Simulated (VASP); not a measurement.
# HfB2 (P6/mmm) in VASP: further runs, part 2 of 2

VASP 6.6.1. The steps go on from the part before.

## 5. Single point, PBE

This run uses another cell than the first one, of 9.90 Å³/atom, 1.064 times its volume.

The input, INCAR:

```
SYSTEM = HfB2
PREC     = Accurate       ! precision mode
ENCUT    = 520            ! plane-wave cutoff, eV
EDIFF    = 1E-7           ! SCF threshold, eV
ISMEAR   = -1             ! smearing method
SIGMA    = 0.1            ! smearing width, eV
LREAL    = .False.        ! projectors in reciprocal space
LASPH    = .True.         ! aspherical terms in the spheres
NELM     = 60             ! most SCF steps
ALGO     = Normal         ! electronic algorithm
ISIF     = 2              ! what is computed and relaxed
LWAVE    = .False.        ! write WAVECAR
LCHARG   = .False.        ! write CHGCAR
GGA      = PE             ! functional
NBANDS   = 15             ! bands
```

The input, KPOINTS:

```
Automatic mesh
0
Gamma
  11 11 8
  0 0 0
```

The input, POSCAR:

```
HfB2
1.0
    3.1400000000      0.0000000000      0.0000000000
   -1.5700000000      2.7193197700      0.0000000000
    0.0000000000      0.0000000000      3.4800000000
Hf B
1 2
Direct
    0.0000000000      0.0000000000      0.0000000000
    0.3333333333      0.6666666667      0.5000000000
    0.6666666667      0.3333333333      0.5000000000
```

Potentials or basis: VASP PAW PBE potentials, release 64 (Hf_pv, B).

The run is started by

```
cat potpaw_PBE.64/Hf_pv/POTCAR potpaw_PBE.64/B/POTCAR > POTCAR
mpirun -np 1 vasp_std > vasp.out
```

OUTCAR:

```text
SYSTEM = HfB2
   PREC = Accurate
   ENCUT = 520
   EDIFF = 1E-7
   ISMEAR = -1
   LREAL = .False.
   LASPH = .True.
   NELM = 60
   ISIF = 2
   GGA = PE

 ion  position               nearest neighbor table
   1  0.000  0.000  0.000-   2 2.51   3 2.51   2 2.51   3 2.51   3 2.51   3 2.51   2 2.51   2 2.51
                             3 2.51   3 2.51   2 2.51   2 2.51
   2  0.333  0.667  0.500-   3 1.81   3 1.81   3 1.81   1 2.51   1 2.51   1 2.51   1 2.51   1 2.51
                             1 2.51
   3  0.667  0.333  0.500-   2 1.81   2 1.81   2 1.81   1 2.51   1 2.51   1 2.51   1 2.51   1 2.51
                             1 2.51

  LATTYP: Found a hexagonal cell.
 ALAT       =     3.1400000000
 C/A-ratio  =     1.1082802548

  Lattice vectors:

 A1 = (   3.1400000000,   0.0000000000,   0.0000000000)
 A2 = (  -1.5700000000,   2.7193197700,   0.0000000000)
 A3 = (   0.0000000000,   0.0000000000,   3.4800000000)

Analysis of symmetry for initial positions (statically):
=====================================================================
 Subroutine PRICEL returns:
 Original cell was already a primitive cell.

 Routine SETGRP: Setting up the symmetry group for a
 hexagonal supercell.

 Subroutine GETGRP returns: Found 24 space group operations
 (whereof 24 operations were pure point group operations)
 out of a pool of 24 trial point group operations.

The static configuration has the point symmetry D_6h.

Analysis of symmetry for dynamics (positions and initial velocities):
=====================================================================
 Subroutine PRICEL returns:
 Original cell was already a primitive cell.

 Routine SETGRP: Setting up the symmetry group for a
 hexagonal supercell.

 Subroutine GETGRP returns: Found 24 space group operations
 (whereof 24 operations were pure point group operations)
 out of a pool of 24 trial point group operations.

The dynamic configuration has the point symmetry D_6h.

 Subroutine INISYM returns: Found 24 space group operations
 (whereof 24 operations are pure point group operations),
 and found     1 'primitive' translations

----------------------------------------------------------------------------------------

                                     Primitive cell

  volume of cell :      29.7146

  direct lattice vectors                    reciprocal lattice vectors
     3.140000000  0.000000000  0.000000000     0.318471338  0.183869512  0.000000000
    -1.570000000  2.719319770  0.000000000     0.000000000  0.367739025  0.000000000
     0.000000000  0.000000000  3.480000000     0.000000000  0.000000000  0.287356322

  length of vectors
     3.140000000  3.140000002  3.480000000     0.367739025  0.367739025  0.287356322

  position of ions in fractional coordinates (direct lattice)
     0.000000000  0.000000000  0.000000000
     0.333333333  0.666666667  0.500000000
     0.666666667  0.333333333  0.500000000

  ion indices of the primitive-cell ions
   primitive index   ion index
                 1           1
                 2           2
                 3           3

----------------------------------------------------------------------------------------

 KPOINTS: Automatic mesh

[... 50 lines left out ...]
   number of dos      NEDOS =    301   number of ions     NIONS =      3
   total plane-waves  NPLWV =  16128
   dimension x,y,z NGX =    24 NGY =   24 NGZ =   28
   dimension x,y,z NGXF=    48 NGYF=   48 NGZF=   56
   ions per type =               1   2
   NGX,Y,Z   is equivalent  to a cutoff of  12.71, 12.71, 13.38 a.u.
   NGXF,Y,Z  is equivalent  to a cutoff of  25.41, 25.41, 26.75 a.u.
 SYSTEM =  HfB2
   PREC   = accura    normal or accurate (medium, high low for compatibility)
   ISTART =      0    job   : 0-new  1-cont  2-samecut
   ICHARG =      2    charge: 1-file 2-atom 10-const
   ISPIN  =      1    spin polarized calculation?
   LNONCOLLINEAR =      F non collinear calculations
   LSORBIT =      F    spin-orbit coupling
   LASPH  =      T    aspherical Exc in radial PAW
   ENCUT  =  520.0 eV  38.22 Ry    6.18 a.u.   5.84  5.84  6.47*2*pi/ulx,y,z
   NELM   =     60;   NELMIN=  2; NELMDL= -5     # of ELM steps
   EDIFF  = 0.1E-06   stopping-criterion for ELM
   LREAL  =      F    real-space projection
   EDIFFG = 0.1E-05   stopping-criterion for IOM
   NSW    =      0    number of steps for IOM
   IBRION =     -1    ionic relax: 0-MD 1-quasi-New 2-CG
   NFREE  =      0    steps in history (QN), initial steepest desc. (CG)
   ISIF   =      2    stress and relaxation
   ISYM   =      2    0-nonsym 1-usesym 2-fastsym
   POTIM  = 0.5000    time-step for ionic-motion
   TEBEG  =    0.0;   TEEND  =   0.0 temperature during run
   PSTRESS=    0.0 pullay stress
   NELECT =      16.0000    total number of electrons
   NUPDOWN=      -1.0000    fix difference up-down
   EMIN   =  10.00;   EMAX   =-10.00  energy-range for DOS
   EFERMI =   0.00;   METHOD = LEGACY
   ISMEAR =    -1;   SIGMA  =   0.10  broadening in eV -4-tet -1-fermi 0-gaus
   EFERMI_NEDOS =   21; number of points for ismear=-14 and -15
   IALGO  =     38    algorithm
   IMIX   =      4    mixing-type and parameters
     AMIX     =   0.40;   BMIX     =  1.00
     AMIX_MAG =   1.60;   BMIX_MAG =  1.00
  volume/ion in A,a.u.               =       9.90        66.84
  Fermi-wavevector in a.u.,A,eV,Ry     =   1.331860  2.516850 24.134693  1.773850
  Thomas-Fermi vector in A             =   2.460838
   LORBIT       =      0    0 simple, 1 ext, 2 COOP (PROOUT), +10 PAW based schemes
   GGA     = PE    functional components
   LHFCALC =     F    Hartree Fock is set to
   AEXX    =    0.0000 exact exchange contribution
   IVDW    =     0    specifies the selected vdW correction
   LEPSILON=     F    determine dielectric tensor
   LRPA    =     F    only Hartree local field effects (RPA)
 non-spin polarized calculation
  energy-cutoff  :      520.00
  volume of cell :       29.71
 maximum number of plane-waves:       820
 NGX is ok and might be reduce to    24
   NGX = 11   NGY = 11   NGZ = 13

 number of electron      15.9999998 magnetization

 Free energy of the ion-electron system (eV)
  ---------------------------------------------------
  ext. energy  EPLUGINS =         0.00000000
  ---------------------------------------------------
  free energy    TOTEN  =       -26.40718566 eV

  energy without entropy =      -26.40036567  energy(sigma->0) =      -26.40377566

 E-fermi :   7.5887     XC(G=0): -12.5968

 val. band max:        7.4380890194   @ k =   0.0909   0.0909   0.2500
 cond. band min:       7.6468628105   @ k =   0.2727   0.1818   0.0000
 fundamental gap:      0.2087737910
 Fermi energy:         7.5887493111

 k-point     1 :       0.0000    0.0000    0.0000
  band No.  band energies     occupation
      1     -22.9654      2.00000
      2     -22.4693      2.00000
      3     -22.4693      2.00000
      4      -6.0825      2.00000
      5       4.6664      2.00000
      6       4.7735      2.00000
      7       4.7735      2.00000
      8       4.8892      2.00000
      9      11.6956      0.00000
     10      11.6956      0.00000
     11      12.3308      0.00000
     12      12.3308      0.00000
     13      12.6635      0.00000
     14      12.6635      0.00000
[... 401 lines left out ...]
      2     -22.8221      2.00000
      3     -22.5635      2.00000
      4      -4.7141      2.00000
      5       2.3774      2.00000
      6       3.4443      2.00000
      7       4.1733      2.00000
      8       6.3269      1.99999
      9       8.5125      0.00019
     10      11.1240      0.00000
     11      11.9108      0.00000
     12      12.6815      0.00000
     13      13.9758      0.00000
     14      14.6811      0.00000
     15      16.2263      0.00000

 [... further k-points ...]

------------------------ aborting loop because EDIFF is reached ----------------------------------------

  FORCE on cell =-STRESS in cart. coord.  units (eV):
  Direction    XX          YY          ZZ          XY          YZ          ZX
  --------------------------------------------------------------------------------------
  -------------------------------------------------------------------------------------
  Total        0.1604603      0.1604603      0.2255825      0.0000000     -0.0000000      0.0000000
  in kB        8.6518529      8.6518530     12.1631708      0.0000000     -0.0000000      0.0000000
  external PRESSURE =       9.8222922 kB  Pullay stress =       0.0000000 kB

 VOLUME and BASIS-vectors are now :
 -----------------------------------------------------------------------------
  energy-cutoff  :      520.00
  volume of cell :       29.71
      direct lattice vectors                 reciprocal lattice vectors
     3.140000000  0.000000000  0.000000000     0.318471338  0.183869512  0.000000000
    -1.570000000  2.719319770  0.000000000     0.000000000  0.367739025  0.000000000
     0.000000000  0.000000000  3.480000000     0.000000000  0.000000000  0.287356322

 POSITION                                       TOTAL-FORCE (eV/Angst)
 -----------------------------------------------------------------------------------
      0.00000      0.00000      0.00000        -0.000000      0.000000      0.000000
     -0.00000      1.81288      1.74000        -0.000000      0.000000      0.000000
      1.57000      0.90644      1.74000         0.000000     -0.000000      0.000000
 -----------------------------------------------------------------------------------
    total drift:                               -0.000000      0.000000      0.000000

  FREE ENERGIE OF THE ION-ELECTRON SYSTEM (eV)
  ---------------------------------------------------
  free  energy   TOTEN  =       -26.4071856590 eV

  energy  without entropy=      -26.4003656663  energy(sigma->0) =      -26.40377566
```

It took 16 s on 1 thread of Intel Xeon 6975P-C (Granite Rapids), shared host; peak memory 0.16 GiB.

Results:

| Property | Result |
| --- | --- |
| Free energy | -26.4072 eV |
| Pressure | 1.0 GPa |
| Band gap on the k mesh | zero (band 8 reaches 8.26 eV, above the bottom of band 9 at 7.17 eV) |

Caveat: spin-orbit coupling is left out, which moves the levels of the heavy elements.

## 6. The runs side by side

```csv
cell,gap on the mesh (eV),pressure (GPa)
"a = 3.076, b = 3.076, c = 3.409 Å, angles 90.0, 90.0, 120.0°, 3 atoms",none,18.9
"a = 3.098, b = 3.098, c = 3.433 Å, angles 90.0, 90.0, 120.0°, 3 atoms",none,12.4
"a = 3.119, b = 3.119, c = 3.457 Å, angles 90.0, 90.0, 120.0°, 3 atoms",none,6.4
"a = 3.140, b = 3.140, c = 3.480 Å, angles 90.0, 90.0, 120.0°, 3 atoms",none,1.0
```

Alike in all rows: task single point; level PBE; potentials or basis VASP PAW PBE potentials, release 64 (Hf_pv, B); no spin polarisation; k mesh 11 × 11 × 8; cutoff (eV) 520; smearing fermi-dirac 0.1 eV.

Caveats: spin-orbit coupling is left out, which moves the levels of the heavy elements.

Absolute energies hang on the potentials; compare differences alone.
